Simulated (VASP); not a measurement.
# NiO in VASP: notebook

The runs below take NiO through relaxation of cell and atoms, single point, with r2SCAN.

All numbers are computed with VASP 6.6.1; they aren't measurements. Logs are shortened: lines on timing, memory, paths and dates and some standing lists are left out, and cuts for length are marked.

### 1 The cell of the first run

It takes space group Fm-3m (No. 225, cubic). The conventional cell has a = 4.186 Å, b = 4.186 Å, c = 4.186 Å, α = 90.00°, β = 90.00°, γ = 90.00°. Within 2.8 Å of Ni (site symmetry m-3m) lie 6 O at 2.09 Å. O (site symmetry m-3m) has 6 Ni at 2.09 Å within 2.8 Å.

### 2 Relaxation of cell and atoms, r2SCAN, collinear spin, ferromagnetic start

POSCAR

```
NiO
1.0
    0.0000000000      2.0931687937      2.0931687937
    2.0931687937      0.0000000000      2.0931687937
    2.0931687937      2.0931687937      0.0000000000
Ni O
1 1
Direct
    0.0000000000      0.0000000000      0.0000000000
    0.5000000000      0.5000000000      0.5000000000
```

INCAR.step1

```
SYSTEM = NiO
PREC = Accurate ; ENCUT = 600
ISMEAR = 0 ; SIGMA = 0.02
LREAL = .FALSE. ; LASPH = .TRUE.
NELM = 150 ; ISPIN = 2
MAGMOM = 1.84 0.31 ; LMAXMIX = 4
GGA = PE ; ALGO = Normal
EDIFF = 1E-4 ; LWAVE = .TRUE.
LCHARG = .FALSE.
```

INCAR.step2

```
SYSTEM = NiO
PREC = Accurate ; ENCUT = 600
EDIFF = 1E-7 ; ISMEAR = 0
SIGMA = 0.02 ; LREAL = .FALSE.
LASPH = .TRUE. ; NELM = 150
ALGO = Normal ; ISIF = 3
LWAVE = .FALSE. ; LCHARG = .FALSE.
ISPIN = 2 ; MAGMOM = 1.84 0.31
LORBIT = 11 ; LMAXMIX = 4
METAGGA = R2SCAN ; LMIXTAU = .TRUE.
IBRION = 2 ; NSW = 100
EDIFFG = -0.005 ; ISTART = 1
```

KPOINTS

```
regular mesh
0
G
  12 12 12
  0 0 0
```

Potentials or basis: VASP PAW PBE potentials, release 64 (Ni, O).

The run is started by

```sh
$ cat potpaw_PBE.64/Ni/POTCAR potpaw_PBE.64/O/POTCAR > POTCAR
$ cp INCAR.step1 INCAR
$ mpirun -np 1 vasp_std > vasp.out
$ cp INCAR.step2 INCAR
$ mpirun -np 1 vasp_std > vasp.out
```

OUTCAR:

```text
SYSTEM = NiO
   PREC = Accurate
   ENCUT = 600
   EDIFF = 1E-7
   ISMEAR = 0
   LREAL = .FALSE.
   LASPH = .TRUE.
   NELM = 150
   ISIF = 3
   ISPIN = 2
   LORBIT = 11
   METAGGA = R2SCAN
   IBRION = 2
   NSW = 100
   EDIFFG = -0.005
   ISTART = 1

 ion  position               nearest neighbor table
   1  0.000  0.000  0.000-   2 2.09   2 2.09   2 2.09   2 2.09   2 2.09   2 2.09
   2  0.500  0.500  0.500-   1 2.09   1 2.09   1 2.09   1 2.09   1 2.09   1 2.09

  LATTYP: Found a face centered cubic cell.
 ALAT       =     4.1863375874

  Lattice vectors:

 A1 = (   0.0000000000,   2.0931687937,   2.0931687937)
 A2 = (   2.0931687937,   0.0000000000,   2.0931687937)
 A3 = (   2.0931687937,   2.0931687937,   0.0000000000)

Analysis of symmetry for initial positions (statically):
=====================================================================
 Subroutine PRICEL returns:
 Original cell was already a primitive cell.

 Routine SETGRP: Setting up the symmetry group for a
 face centered cubic supercell.

 Subroutine GETGRP returns: Found 48 space group operations
 (whereof 48 operations were pure point group operations)
 out of a pool of 48 trial point group operations.

The static configuration has the point symmetry O_h .

Analysis of symmetry for dynamics (positions and initial velocities):
=====================================================================
 Subroutine PRICEL returns:
 Original cell was already a primitive cell.

 Routine SETGRP: Setting up the symmetry group for a
 face centered cubic supercell.

 Subroutine GETGRP returns: Found 48 space group operations
 (whereof 48 operations were pure point group operations)
 out of a pool of 48 trial point group operations.

The dynamic configuration has the point symmetry O_h .

Analysis of structural, dynamic, and magnetic symmetry:
=====================================================================
 Subroutine PRICEL returns:
 Original cell was already a primitive cell.

 Routine SETGRP: Setting up the symmetry group for a
 face centered cubic supercell.

 Subroutine GETGRP returns: Found 48 space group operations
 (whereof 48 operations were pure point group operations)
 out of a pool of 48 trial point group operations.

The overall configuration has the point symmetry O_h .

 Subroutine INISYM returns: Found 48 space group operations
 (whereof 48 operations are pure point group operations),
 and found     1 'primitive' translations

----------------------------------------------------------------------------------------

                                     Primitive cell

  volume of cell :      18.3418

  direct lattice vectors                    reciprocal lattice vectors
     0.000000000  2.093168794  2.093168794    -0.238872279  0.238872279  0.238872279
     2.093168794  0.000000000  2.093168794     0.238872279 -0.238872279  0.238872279
     2.093168794  2.093168794  0.000000000     0.238872279  0.238872279 -0.238872279

  length of vectors
     2.960187696  2.960187696  2.960187696     0.413738924  0.413738924  0.413738924

  position of ions in fractional coordinates (direct lattice)
     0.000000000  0.000000000  0.000000000
     0.500000000  0.500000000  0.500000000

  ion indices of the primitive-cell ions
   primitive index   ion index
                 1           1
                 2           2

----------------------------------------------------------------------------------------

 KPOINTS: regular mesh

Automatic generation of k-mesh.
 Grid dimensions read from file:
 generate k-points for:   12   12   12

 Generating k-lattice:

  Cartesian coordinates                     Fractional coordinates (reciprocal lattice)
    -0.019906023  0.019906023  0.019906023     0.083333333  0.000000000  0.000000000
     0.019906023 -0.019906023  0.019906023     0.000000000  0.083333333  0.000000000
     0.019906023  0.019906023 -0.019906023     0.000000000  0.000000000  0.083333333

  Length of vectors
     0.034478244  0.034478244  0.034478244

  Shift w.r.t. Gamma in fractional coordinates (k-lattice)
[... 100 lines left out ...]

  energy without entropy =      -20.11491800  energy(sigma->0) =      -20.11491800

------------------------ aborting loop because EDIFF is reached ----------------------------------------

  FORCE on cell =-STRESS in cart. coord.  units (eV):
  Direction    XX          YY          ZZ          XY          YZ          ZX
  --------------------------------------------------------------------------------------
  -------------------------------------------------------------------------------------
  Total        0.0106210      0.0106210      0.0106210     -0.0000000     -0.0000000      0.0000000
  in kB        0.9277564      0.9277564      0.9277564     -0.0000000     -0.0000000      0.0000000
  external PRESSURE =       0.9277564 kB  Pullay stress =       0.0000000 kB

 VOLUME and BASIS-vectors are now :
 -----------------------------------------------------------------------------
  energy-cutoff  :      600.00
  volume of cell :       18.34
      direct lattice vectors                 reciprocal lattice vectors
     0.000000000  2.093168794  2.093168794    -0.238872279  0.238872279  0.238872279
     2.093168794  0.000000000  2.093168794     0.238872279 -0.238872279  0.238872279
     2.093168794  2.093168794  0.000000000     0.238872279  0.238872279 -0.238872279

 POSITION                                       TOTAL-FORCE (eV/Angst)
 -----------------------------------------------------------------------------------
      0.00000      0.00000      0.00000         0.000000     -0.000000      0.000000
      2.09317      2.09317      2.09317         0.000000      0.000000      0.000000
 -----------------------------------------------------------------------------------
    total drift:                                0.000000     -0.000000     -0.000000

  FREE ENERGIE OF THE ION-ELECTRON SYSTEM (eV)
  ---------------------------------------------------
  free  energy   TOTEN  =       -20.1149180037 eV

  energy  without entropy=      -20.1149180037  energy(sigma->0) =      -20.11491800

--------------------------------------- Ionic step        2  -------------------------------------------

 number of electron      16.0000007 magnetization       2.0000001

 Free energy of the ion-electron system (eV)
  ---------------------------------------------------
  ext. energy  EPLUGINS =         0.00000000
  ---------------------------------------------------
  free energy    TOTEN  =       -20.11491636 eV

  energy without entropy =      -20.11491636  energy(sigma->0) =      -20.11491636

 E-fermi :   7.5143     XC(G=0): -13.3579

 val. band max:        7.3952700659   @ k =   0.5000   0.0000   0.0000
 cond. band min:       8.1344610271   @ k =   0.0000   0.0000   0.0000
 fundamental gap:      0.7391909612
 Fermi energy:         7.5143008782

 spin component 1

 k-point     1 :       0.0000    0.0000    0.0000
  band No.  band energies     occupation
      1     -13.6144      1.00000
      2       3.4271      1.00000
      3       3.4271      1.00000
      4       4.3189      1.00000
      5       4.3190      1.00000
      6       4.3190      1.00000
      7       4.6391      1.00000
      8       4.6391      1.00000
      9       4.6391      1.00000
     10       9.5549      0.00000
     11      26.1989      0.00000
     12      27.0244      0.00000
     13      27.0245      0.00000
[... 356 lines left out ...]
      2      -0.2414      1.00000
      3       1.2641      1.00000
      4       1.2654      1.00000
      5       4.6904      1.00000
      6       4.9337      1.00000
      7       5.4890      1.00000
      8       6.3506      1.00000
      9       7.0892      1.00000
     10      15.2007      0.00000
     11      17.8409      0.00000
     12      20.4434      0.00000
     13      22.9238      0.00000

 [... further k-points ...]

 spin component 2

 k-point     1 :       0.0000    0.0000    0.0000
  band No.  band energies     occupation
      1     -13.0830      1.00000
      2       5.2039      1.00000
      3       5.2042      1.00000
      4       5.2042      1.00000
      5       5.3232      1.00000
      6       5.3232      1.00000
      7       5.3232      1.00000
      8       8.1345      0.00000
      9       8.1354      0.00000
     10      10.1118      0.00000
     11      26.2909      0.00000
     12      27.3592      0.00000
     13      27.3593      0.00000
[... 356 lines left out ...]
      2       0.2316      1.00000
      3       2.6228      1.00000
      4       3.1388      1.00000
      5       6.0383      1.00000
      6       6.1180      1.00000
      7       6.4577      1.00000
      8       9.9013      0.00000
      9      10.6953      0.00000
     10      15.6409      0.00000
     11      18.6465      0.00000
     12      20.8823      0.00000
     13      23.3978      0.00000

 [... further k-points ...]
[... 5 lines left out ...]
  --------------------------------------------------------------------------------------
  -------------------------------------------------------------------------------------
  Total       -0.0079586     -0.0079586     -0.0079586      0.0000000      0.0000000      0.0000000
  in kB       -0.6946555     -0.6946555     -0.6946555      0.0000000      0.0000000      0.0000000
  external PRESSURE =      -0.6946555 kB  Pullay stress =       0.0000000 kB

 VOLUME and BASIS-vectors are now :
 -----------------------------------------------------------------------------
  energy-cutoff  :      600.00
  volume of cell :       18.36
      direct lattice vectors                 reciprocal lattice vectors
    -0.000000000  2.093705049  2.093705049    -0.238811097  0.238811097  0.238811097
     2.093705049 -0.000000000  2.093705049     0.238811097 -0.238811097  0.238811097
     2.093705049  2.093705049  0.000000000     0.238811097  0.238811097 -0.238811097

 POSITION                                       TOTAL-FORCE (eV/Angst)
 -----------------------------------------------------------------------------------
      2.09371      4.18741      2.09371         0.000000      0.000000      0.000000
      2.09371      2.09371      2.09371        -0.000000     -0.000000     -0.000000
 -----------------------------------------------------------------------------------
    total drift:                               -0.000000     -0.000000      0.000000

  FREE ENERGIE OF THE ION-ELECTRON SYSTEM (eV)
  ---------------------------------------------------
  free  energy   TOTEN  =       -20.1149163591 eV

  energy  without entropy=      -20.1149163591  energy(sigma->0) =      -20.11491636

 reached required accuracy - stopping structural energy minimisation

 total charge

# of ion       s       p       d       tot
------------------------------------------
    1        0.334   0.413   8.167   8.914
    2        1.551   3.493   0.000   5.045
--------------------------------------------------
tot          1.885   3.906   8.167  13.959

 magnetization (x)

# of ion       s       p       d       tot
------------------------------------------
    1        0.011   0.012   1.671   1.693
    2        0.028   0.247   0.000   0.276
--------------------------------------------------
tot          0.039   0.259   1.671   1.969
```

It took 2.7 min on 1 thread of AMD EPYC 9R45 (Zen 5), shared host; peak memory 0.15 GiB.

What came out:

```yaml
Free_energy: -20.1149 eV
Relaxed_volume: 9.18 Å³/atom
Relaxed_cell: a = 2.961 Å, b = 2.961 Å, c = 2.961 Å, α = 60.00°, β = 60.00°, γ = 60.00°
Space_group_after_relaxing_to_0.1_Å: Fm-3m (No. 225)
Ionic_steps: 2
Pressure_after_relaxing: -0.1 GPa
Band_gap_on_the_k_mesh: 0.74 eV (least direct gap 1.75 eV)
Net_moment: 2.00 μB per cell
Site_moments: Ni +1.69; O +0.28 μB
Valence_electrons_inside_the_program's_atomic_spheres: Ni 8.91; O 5.04
```

Final structure:
```
Ni O
1.0
     0.00000    2.09371    2.09371
     2.09371    0.00000    2.09371
     2.09371    2.09371    0.00000
Ni O
1 1
Direct
  0.00000 0.00000 0.00000
  0.50000 0.50000 0.50000
```

Levels at points of the mesh, in eV from the valence-band top:
Spin up:
```
           k point  band 7  band 8  band 9  band 10  band 11  band 12
(0.00, 0.00, 0.00)   -2.76   -2.76   -2.76     2.16    18.80    19.63
(0.50, 0.00, 0.00)   -1.82    0.00    0.00     6.35    10.87    14.85
(0.50, 0.50, 0.00)   -3.11   -2.17   -2.17     6.77    11.61    12.75
```
Spin down:
| k point | band 3 | band 4 | band 5 | band 6 | band 7 | band 8 | band 9 | band 10 | band 11 | band 12 |
| --- | --- | --- | --- | --- | --- | --- | --- | --- | --- | --- |
| (0.00, 0.00, 0.00) | -2.19 | -2.19 | -2.07 | -2.07 | -2.07 | 0.74 | 0.74 | 2.72 | 18.90 | 19.96 |
| (0.50, 0.00, 0.00) | -4.36 | -4.36 | -1.25 | -1.25 | -0.88 | 3.49 | 3.49 | 6.65 | 11.70 | 15.26 |
| (0.50, 0.50, 0.00) | -3.49 | -3.49 | -3.05 | -1.20 | -1.20 | 1.20 | 1.74 | 7.41 | 12.22 | 13.11 |

Caveat: semilocal functionals underestimate gaps, and a narrow one can read as zero; the PAW data sets were made with another functional, which shifts forces and pressure a little; a cell with one magnetic atom can't hold antiferromagnetic order, which such compounds often take. A k mesh can miss the band edges.

### 3 Single point, r2SCAN, collinear spin, ferromagnetic start (biaxial strain in the a-b plane: +2.0 %)

POSCAR

```
NiO
1.0
    2.1361844669      2.1361844669      0.0000000000
   -2.1361844669      2.1361844669      0.0000000000
    0.0000000000      0.0000000000      4.1383338301
Ni O
2 2
Direct
    0.0000000000      0.0000000000      0.0000000000
    0.5000000000      0.5000000000      0.5000000000
    0.5000000000      0.5000000000      0.0000000000
    0.0000000000      0.0000000000      0.5000000000
```

INCAR.step1

```
PREC = Accurate
ENCUT = 520
ISMEAR = 0
SIGMA = 0.02
LREAL = False
LASPH = True
NELM = 150
ISPIN = 2
MAGMOM = 1.84 1.84 0.31 0.31
LMAXMIX = 4
NBANDS = 28
GGA = PE
ALGO = Normal
EDIFF = 1E-4
LWAVE = True
LCHARG = False
```

INCAR.step2

```
PREC = Accurate
ENCUT = 520
EDIFF = 1E-6
ISMEAR = 0
SIGMA = 0.02
LREAL = False
LASPH = True
NELM = 150
ALGO = Normal
ISIF = 2
LWAVE = False
LCHARG = False
ISPIN = 2
MAGMOM = 1.84 1.84 0.31 0.31
LORBIT = 11
LMAXMIX = 4
METAGGA = R2SCAN
LMIXTAU = True
NBANDS = 28
ISTART = 1
```

KPOINTS

```
regular mesh
0
Gamma
  10 10 8
```

Potentials or basis: VASP PAW PBE potentials, release 64 (Ni, O).

The run is started by

```sh
$ cat potpaw_PBE.64/Ni/POTCAR potpaw_PBE.64/O/POTCAR > POTCAR
$ cp INCAR.step1 INCAR
$ mpirun -np 1 vasp_std > vasp.out
$ cp INCAR.step2 INCAR
$ mpirun -np 1 vasp_std > vasp.out
```

Wall time 10 min (1 thread of AMD EPYC 7R13 (Zen 3), shared host); peak memory 0.25 GiB.

It converged, with:

| Quantity | Value |
| --- | --- |
| Free energy | -40.1883 eV |
| Pressure | -5.2 GPa |
| Band gap on the k mesh | 0.66 eV |
| Net moment | 4.00 μB per cell |
| Site moments | Ni +1.70; O +0.27 μB |
| Valence electrons inside the program's atomic spheres | Ni 8.87; O 5.03 |

Stress tensor (GPa, compression positive):
```
-7.51  0.00  0.00
 0.00 -7.51  0.00
 0.00  0.00 -0.44
```

Levels at points of the mesh, in eV from the valence-band top:
Spin up:
```csv
k point,band 15,band 16,band 17,band 18,band 19,band 20,band 21,band 22
"(0.00, 0.00, 0.00)",-2.67,-2.67,-2.22,-2.22,1.94,6.52,11.65,12.27
"(0.50, 0.00, 0.00)",-1.89,-1.89,-0.46,-0.46,7.47,7.47,11.27,11.27
"(0.50, 0.50, 0.00)",-2.28,-2.28,-2.20,-2.20,6.54,6.54,11.18,11.18
"(0.00, 0.00, 0.50)",-1.80,-1.80,-1.80,-1.80,5.96,5.96,13.76,13.76
"(0.50, 0.00, 0.50)",-0.22,-0.22,0.00,0.00,6.20,6.20,10.53,10.53
"(0.50, 0.50, 0.50)",-2.19,-2.19,-1.74,-1.74,9.07,9.07,11.17,11.17
```
Spin down:
```tsv
k point	band 11	band 12	band 13	band 14	band 15	band 16	band 17	band 18
(0.00, 0.00, 0.00)	-1.99	-1.99	-1.26	-1.26	0.66	0.73	1.15	1.69
(0.50, 0.00, 0.00)	-1.25	-1.25	-0.99	-0.99	1.60	1.60	3.16	3.16
(0.50, 0.50, 0.00)	-1.32	-1.32	-1.24	-1.24	1.13	1.13	1.63	1.63
(0.00, 0.00, 0.50)	-0.90	-0.90	-0.90	-0.90	0.90	0.90	1.65	1.65
(0.50, 0.00, 0.50)	-1.23	-1.23	-0.94	-0.94	3.19	3.19	3.49	3.49
(0.50, 0.50, 0.50)	-1.29	-1.29	-1.29	-1.29	1.44	1.44	2.25	2.25
```

Caveat: the cell differs from its parent crystal (biaxial strain in the a-b plane: +2.0 %); the stress differs along the axes, from -8 to -0 GPa; semilocal functionals underestimate gaps, and a narrow one can read as zero; the PAW data sets were made with another functional, which shifts forces and pressure a little. A k mesh can miss the band edges.

[end of part 1 of 2]
